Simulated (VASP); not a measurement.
# CaS (Fm-3m) in VASP: a series of runs

CaS is run at these levels: PBE, HSE06, PBE-based screened hybrid with 30 % exact exchange; tasks: single point.

All numbers are computed with VASP 6.6.1; they aren't measurements. Logs are shortened: lines on timing, memory, paths and dates and some standing lists are left out, and cuts for length are marked.

## Step 1: The cell of the first run

Symmetry: Fm-3m, No. 225, cubic system. The conventional cell has a = 5.696 Å, b = 5.696 Å, c = 5.696 Å, α = 90.00°, β = 90.00°, γ = 90.00°. Within 3.8 Å of Ca (site symmetry m-3m) lie 6 S at 2.85 Å. S (site symmetry m-3m) has 6 Ca at 2.85 Å within 3.8 Å.

## Step 2: Single point, PBE

INCAR reads:

```
  PREC = Accurate
  ENCUT = 500
  EDIFF = 1E-6
  ISMEAR = 0
  SIGMA = 0.01
  LREAL = False
  LASPH = True
  NELM = 120
  ALGO = Normal
  ISIF = 2
  LWAVE = False
  LCHARG = False
  GGA = PE
  ISYM = 0
  NBANDS = 15
  GGA_COMPAT = False
```

KPOINTS reads:

```
Automatic mesh
0
Gamma
  6 6 6
  0 0 0.5
```

POSCAR reads:

```
CaS
1.0
    0.0000000000      2.8479357440      2.8479357440
    2.8479357440      0.0000000000      2.8479357440
    2.8479357440      2.8479357440      0.0000000000
Ca S
1 1
Direct
    0.0000000000      0.0000000000      0.0000000000
    0.5000000000      0.5000000000      0.5000000000
```

Potentials or basis: VASP PAW PBE potentials, release 64 (Ca_sv, S).

Started as:

```sh
> cat potpaw_PBE.64/Ca_sv/POTCAR potpaw_PBE.64/S/POTCAR > POTCAR
> mpirun -np 1 vasp_std > vasp.out
```

OUTCAR:

```text
PREC = Accurate
   ENCUT = 500
   EDIFF = 1E-6
   ISMEAR = 0
   LREAL = False
   LASPH = True
   NELM = 120
   ISIF = 2
   GGA = PE
   ISYM = 0

 ion  position               nearest neighbor table
   1  0.000  0.000  0.000-   2 2.85   2 2.85   2 2.85   2 2.85   2 2.85   2 2.85
   2  0.500  0.500  0.500-   1 2.85   1 2.85   1 2.85   1 2.85   1 2.85   1 2.85

IMPORTANT INFORMATION: All symmetrisations will be switched off!
NOSYMM: (Re-)initialisation of all symmetry stuff for point group C_1.

----------------------------------------------------------------------------------------

                                     Primitive cell

  volume of cell :      46.1977

  direct lattice vectors                    reciprocal lattice vectors
     0.000000000  2.847935744  2.847935744    -0.175565759  0.175565759  0.175565759
     2.847935744  0.000000000  2.847935744     0.175565759 -0.175565759  0.175565759
     2.847935744  2.847935744  0.000000000     0.175565759  0.175565759 -0.175565759

  length of vectors
     4.027589354  4.027589354  4.027589354     0.304088814  0.304088814  0.304088814

  position of ions in fractional coordinates (direct lattice)
     0.000000000  0.000000000  0.000000000
     0.500000000  0.500000000  0.500000000

  ion indices of the primitive-cell ions
   primitive index   ion index
                 1           1
                 2           2

----------------------------------------------------------------------------------------

 KPOINTS: Automatic mesh

Automatic generation of k-mesh.
 Grid dimensions read from file:
 generate k-points for:    6    6    6

 Generating k-lattice:

  Cartesian coordinates                     Fractional coordinates (reciprocal lattice)
    -0.029260960  0.029260960  0.029260960     0.166666667  0.000000000  0.000000000
     0.029260960 -0.029260960  0.029260960     0.000000000  0.166666667  0.000000000
     0.029260960  0.029260960 -0.029260960     0.000000000  0.000000000  0.166666667

  Length of vectors
     0.050681469  0.050681469  0.050681469

  Shift w.r.t. Gamma in fractional coordinates (k-lattice)
     0.000000000  0.000000000  0.500000000

 Subroutine IBZKPT returns following result:
 ===========================================

 Found    432 irreducible k-points:

 Following reciprocal coordinates:
            Coordinates               Weight
  0.000000  0.000000  0.083333      2.000000
  0.083333  0.000000  0.000000      2.000000
  0.000000  0.083333  0.000000      2.000000
  0.083333  0.083333  0.083333      2.000000
  0.166667  0.000000  0.083333      2.000000
  0.083333  0.166667  0.000000      2.000000
[... 16 lines left out ...]
 -0.250000 -0.333333 -0.333333      2.000000
  0.083333  0.083333 -0.250000      2.000000
 [... further k-points ...]
   k-points           NKPTS =    432   k-points in BZ     NKDIM =    432   number of bands    NBANDS=     15
   number of dos      NEDOS =    301   number of ions     NIONS =      2
   total plane-waves  NPLWV =  27000
   dimension x,y,z NGX =    30 NGY =   30 NGZ =   30
   dimension x,y,z NGXF=    60 NGYF=   60 NGZF=   60
   ions per type =               1   1
   NGX,Y,Z   is equivalent  to a cutoff of  12.38, 12.38, 12.38 a.u.
   NGXF,Y,Z  is equivalent  to a cutoff of  24.77, 24.77, 24.77 a.u.
 SYSTEM =  unknown system
   PREC   = accura    normal or accurate (medium, high low for compatibility)
   ISTART =      0    job   : 0-new  1-cont  2-samecut
   ICHARG =      2    charge: 1-file 2-atom 10-const
   ISPIN  =      1    spin polarized calculation?
   LNONCOLLINEAR =      F non collinear calculations
   LSORBIT =      F    spin-orbit coupling
   LASPH  =      T    aspherical Exc in radial PAW
   ENCUT  =  500.0 eV  36.75 Ry    6.06 a.u.   7.34  7.34  7.34*2*pi/ulx,y,z
   NELM   =    120;   NELMIN=  2; NELMDL= -5     # of ELM steps
   EDIFF  = 0.1E-05   stopping-criterion for ELM
   LREAL  =      F    real-space projection
   EDIFFG = 0.1E-04   stopping-criterion for IOM
   NSW    =      0    number of steps for IOM
   IBRION =     -1    ionic relax: 0-MD 1-quasi-New 2-CG
   NFREE  =      0    steps in history (QN), initial steepest desc. (CG)
   ISIF   =      2    stress and relaxation
   ISYM   =      0    0-nonsym 1-usesym 2-fastsym
   POTIM  = 0.5000    time-step for ionic-motion
   TEBEG  =    0.0;   TEEND  =   0.0 temperature during run
   PSTRESS=    0.0 pullay stress
   NELECT =      16.0000    total number of electrons
   NUPDOWN=      -1.0000    fix difference up-down
   EMIN   =  10.00;   EMAX   =-10.00  energy-range for DOS
   EFERMI =   0.00;   METHOD = LEGACY
   ISMEAR =     0;   SIGMA  =   0.01  broadening in eV -4-tet -1-fermi 0-gaus
   EFERMI_NEDOS =   21; number of points for ismear=-14 and -15
   IALGO  =     38    algorithm
   IMIX   =      4    mixing-type and parameters
     AMIX     =   0.40;   BMIX     =  1.00
     AMIX_MAG =   1.60;   BMIX_MAG =  1.00
  volume/ion in A,a.u.               =      23.10       155.88
  Fermi-wavevector in a.u.,A,eV,Ry     =   1.149674  2.172568 17.983499  1.321750
  Thomas-Fermi vector in A             =   2.286342
   LORBIT       =      0    0 simple, 1 ext, 2 COOP (PROOUT), +10 PAW based schemes
   GGA     = PE    functional components
   LHFCALC =     F    Hartree Fock is set to
   AEXX    =    0.0000 exact exchange contribution
   IVDW    =     0    specifies the selected vdW correction
   LEPSILON=     F    determine dielectric tensor
   LRPA    =     F    only Hartree local field effects (RPA)
 non-spin polarized calculation
 Gauss-broadening in eV      SIGMA  =   0.01
  energy-cutoff  :      500.00
  volume of cell :       46.20
 maximum number of plane-waves:      1203
 NGX is ok and might be reduce to    30
   NGX = 15   NGY = 15   NGZ = 15

 number of electron      16.0000004 magnetization

 Free energy of the ion-electron system (eV)
  ---------------------------------------------------
  ext. energy  EPLUGINS =         0.00000000
  ---------------------------------------------------
  free energy    TOTEN  =       -10.36381328 eV

  energy without entropy =      -10.36381328  energy(sigma->0) =      -10.36381328

 E-fermi :   2.7115     XC(G=0):  -9.3134

 val. band max:        2.6176386818   @ k =   0.0000   0.0833   0.0000
 cond. band min:       5.2990965522   @ k =   0.5000   0.5000   0.0833
[... 38 lines left out ...]

 k-point     3 :       0.0000    0.0833    0.0000
  band No.  band energies     occupation
      1     -36.4735      2.00000
      2     -17.4657      2.00000
      3     -17.4551      2.00000
      4     -17.4551      2.00000
      5      -8.5509      2.00000
      6       2.3998      2.00000
      7       2.6176      2.00000
      8       2.6176      2.00000
      9       6.8808      0.00000
     10       6.9955      0.00000
     11       6.9955      0.00000
     12       7.2475      0.00000
     13       7.6681      0.00000
     14       7.6681      0.00000
     15      13.6947      0.00000

 k-point     4 :       0.0833    0.0833    0.0833
  band No.  band energies     occupation
      1     -36.4735      2.00000
      2     -17.4657      2.00000
      3     -17.4551      2.00000
      4     -17.4551      2.00000
      5      -8.5509      2.00000
      6       2.3998      2.00000
      7       2.6176      2.00000
      8       2.6176      2.00000
      9       6.8808      0.00000
     10       6.9955      0.00000
     11       6.9955      0.00000
     12       7.2475      0.00000
     13       7.6681      0.00000
     14       7.6681      0.00000
     15      13.6947      0.00000

 k-point     5 :       0.1667    0.0000    0.0833
  band No.  band energies     occupation
      1     -36.4717      2.00000
      2     -17.4881      2.00000
      3     -17.4611      2.00000
      4     -17.4588      2.00000
      5      -8.4331      2.00000
      6       1.7256      2.00000
      7       2.4127      2.00000
      8       2.4556      2.00000
      9       6.6565      0.00000
     10       7.2935      0.00000
     11       7.4437      0.00000
     12       7.6707      0.00000
     13       7.7954      0.00000
     14       8.7263      0.00000
     15      13.7906      0.00000

 k-point     6 :       0.0833    0.1667    0.0000
  band No.  band energies     occupation
      1     -36.4717      2.00000
      2     -17.4881      2.00000
      3     -17.4611      2.00000
      4     -17.4588      2.00000
      5      -8.4331      2.00000
      6       1.7256      2.00000
      7       2.4127      2.00000
      8       2.4556      2.00000
      9       6.6565      0.00000
     10       7.2935      0.00000
     11       7.4437      0.00000
     12       7.6707      0.00000
     13       7.7954      0.00000
     14       8.7263      0.00000
     15      13.7906      0.00000

 k-point     7 :       0.0000    0.0833    0.1667
  band No.  band energies     occupation
      1     -36.4717      2.00000
      2     -17.4881      2.00000
      3     -17.4611      2.00000
      4     -17.4588      2.00000
      5      -8.4331      2.00000
      6       1.7256      2.00000
      7       2.4127      2.00000
      8       2.4556      2.00000
      9       6.6565      0.00000
     10       7.2935      0.00000
     11       7.4437      0.00000
[... 226 lines left out ...]
      4     -17.4651      2.00000
      5      -8.0674      2.00000
      6       0.4390      2.00000
      7       1.7882      2.00000
      8       1.9173      2.00000
      9       6.9782      0.00000
     10       8.0877      0.00000
     11       8.2943      0.00000
     12       9.0679      0.00000
     13       9.0961      0.00000
     14      10.1312      0.00000
     15      12.7664      0.00000

 k-point    21 :       0.0833   -0.2500    0.0833
  band No.  band energies     occupation
      1     -36.4662      2.00000
      2     -17.5655      2.00000
      3     -17.4684      2.00000
      4     -17.4651      2.00000
      5      -8.0674      2.00000
      6       0.4390      2.00000
      7       1.7882      2.00000
      8       1.9173      2.00000
      9       6.9782      0.00000
     10       8.0877      0.00000
     11       8.2943      0.00000
     12       9.0679      0.00000
     13       9.0961      0.00000
     14      10.1312      0.00000
     15      12.7664      0.00000

 k-point    22 :       0.3333    0.0833    0.0000
  band No.  band energies     occupation
      1     -36.4662      2.00000
      2     -17.5655      2.00000
      3     -17.4684      2.00000
      4     -17.4651      2.00000
      5      -8.0674      2.00000
      6       0.4390      2.00000
      7       1.7882      2.00000
      8       1.9173      2.00000
      9       6.9782      0.00000
     10       8.0877      0.00000
     11       8.2943      0.00000
     12       9.0679      0.00000
     13       9.0961      0.00000
     14      10.1312      0.00000
     15      12.7664      0.00000

 k-point    23 :      -0.2500   -0.3333   -0.3333
  band No.  band energies     occupation
      1     -36.4662      2.00000
      2     -17.5655      2.00000
      3     -17.4684      2.00000
      4     -17.4651      2.00000
      5      -8.0674      2.00000
      6       0.4390      2.00000
      7       1.7882      2.00000
      8       1.9173      2.00000
      9       6.9782      0.00000
     10       8.0877      0.00000
     11       8.2943      0.00000
     12       9.0679      0.00000
     13       9.0961      0.00000
     14      10.1312      0.00000
     15      12.7664      0.00000

 k-point    24 :       0.0833    0.0833   -0.2500
  band No.  band energies     occupation
      1     -36.4662      2.00000
      2     -17.5655      2.00000
      3     -17.4684      2.00000
      4     -17.4651      2.00000
      5      -8.0674      2.00000
      6       0.4390      2.00000
      7       1.7882      2.00000
      8       1.9173      2.00000
      9       6.9782      0.00000
     10       8.0877      0.00000
     11       8.2943      0.00000
     12       9.0679      0.00000
     13       9.0961      0.00000
     14      10.1312      0.00000
     15      12.7664      0.00000

 [... further k-points ...]

------------------------ aborting loop because EDIFF is reached ----------------------------------------

  FORCE on cell =-STRESS in cart. coord.  units (eV):
  Direction    XX          YY          ZZ          XY          YZ          ZX
  --------------------------------------------------------------------------------------
  -------------------------------------------------------------------------------------
  Total        0.1831042      0.1831065      0.1831068     -0.0000001     -0.0000007      0.0000006
  in kB        6.3502146      6.3502922      6.3503031     -0.0000022     -0.0000252      0.0000202
  external PRESSURE =       6.3502700 kB  Pullay stress =       0.0000000 kB

 VOLUME and BASIS-vectors are now :
 -----------------------------------------------------------------------------
  energy-cutoff  :      500.00
  volume of cell :       46.20
      direct lattice vectors                 reciprocal lattice vectors
     0.000000000  2.847935744  2.847935744    -0.175565759  0.175565759  0.175565759
     2.847935744  0.000000000  2.847935744     0.175565759 -0.175565759  0.175565759
     2.847935744  2.847935744  0.000000000     0.175565759  0.175565759 -0.175565759

 POSITION                                       TOTAL-FORCE (eV/Angst)
 -----------------------------------------------------------------------------------
      0.00000      0.00000      0.00000        -0.000000     -0.000000      0.000000
      2.84794      2.84794      2.84794         0.000000      0.000000     -0.000000
 -----------------------------------------------------------------------------------
    total drift:                                0.000000     -0.000000     -0.000000

  FREE ENERGIE OF THE ION-ELECTRON SYSTEM (eV)
  ---------------------------------------------------
  free  energy   TOTEN  =       -10.3638132770 eV

  energy  without entropy=      -10.3638132770  energy(sigma->0) =      -10.36381328
```

Run time: 3.9 min. Hardware: 1 thread of Intel Xeon Platinum 8375C at 2.90GHz (Ice Lake), shared host; peak memory 0.4 GiB.

Results:

```yaml
Free_energy: -10.3638 eV
Pressure: 0.6 GPa
Band_gap_on_the_k_mesh: 2.68 eV (least direct gap 3.41 eV)
```

Levels at points of the mesh, in eV from the valence-band top:
| k point | band 5 | band 6 | band 7 | band 8 | band 9 | band 10 | band 11 | band 12 |
| --- | --- | --- | --- | --- | --- | --- | --- | --- |
| (0.00, 0.00, 0.08) | -11.17 | -0.22 | 0.00 | 0.00 | 4.26 | 4.38 | 4.38 | 4.63 |

Caveat: a shifted mesh leaves out Γ, where band edges can lie. A k mesh can miss the band edges.

(Continued in part 2 of 2.)
